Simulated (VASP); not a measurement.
# SiO2: single point with PBE

SiO2:

```
Si O
1.0
    -2.51337    2.51337    3.87386
     2.51337   -2.51337    3.87386
     2.51337    2.51337   -3.87386
Si O
2 4
Direct
  0.00000 0.00000 0.00000
  0.75000 0.25000 0.50000
  0.96701 0.62500 0.84201
  0.37500 0.21701 0.34201
  0.78299 0.12500 0.15799
  0.87500 0.03299 0.65799
```

This cell differs from its parent crystal: strain +0.000 along x and y, +0.050 along z.

| Item | Value |
| --- | --- |
| Program | VASP 6.6.1 |
| Task | single point |
| Functional | PBE |
| Potentials or basis | VASP PAW PBE potentials, release 64 (Si, O) |
| Cutoff | 520 eV |
| k mesh | 6 × 6 × 6 |
| Occupations | gaussian, width 0.05 eV |
| Spin | no spin polarisation |
| Dipole correction | no |
| Further INCAR settings | ALGO = Normal; EDIFF = 1e-06; NBANDS = 25 |

| Item | Value |
| --- | --- |
| Pressure | -6.8 GPa |
| Largest force | 0.401 eV/Å |
| Band gap on the k mesh | 5.35 eV |

Forces in eV/Å, atoms in the order of the input:
```
Si   0.000  0.000  0.000
Si   0.000  0.000  0.000
O    0.000 -0.401  0.000
O   -0.401  0.000  0.000
O    0.000  0.401  0.000
O    0.401  0.000  0.000
```

Stress tensor (GPa, compression positive):
```
-5.75  0.00  0.00
 0.00 -5.75  0.00
 0.00  0.00 -8.90
```

Levels at points of the mesh, in eV from the valence-band top:
| k point | band 13 | band 14 | band 15 | band 16 | band 17 | band 18 | band 19 | band 20 |
| --- | --- | --- | --- | --- | --- | --- | --- | --- |
| (0.00, 0.00, 0.00) | -1.54 | -0.74 | 0.00 | 0.00 | 5.35 | 8.49 | 9.54 | 9.70 |
| (0.50, 0.00, 0.00) | -1.39 | -0.78 | -0.54 | -0.12 | 7.34 | 8.56 | 9.39 | 9.54 |
| (0.50, 0.50, 0.00) | -0.93 | -0.93 | -0.40 | -0.40 | 8.45 | 8.45 | 9.50 | 9.50 |
| (0.50, 0.50, 0.50) | -1.39 | -1.39 | -0.26 | -0.26 | 8.32 | 8.32 | 9.80 | 9.80 |

Run time: 2.2 min on 1 thread of Intel Xeon 8259CL, on a shared host, peak memory 0.25 GiB.

Caveat: the cell differs from its parent crystal (strain +0.000 along x and y, +0.050 along z); the cell stands under tension. A k mesh can miss the band edges.
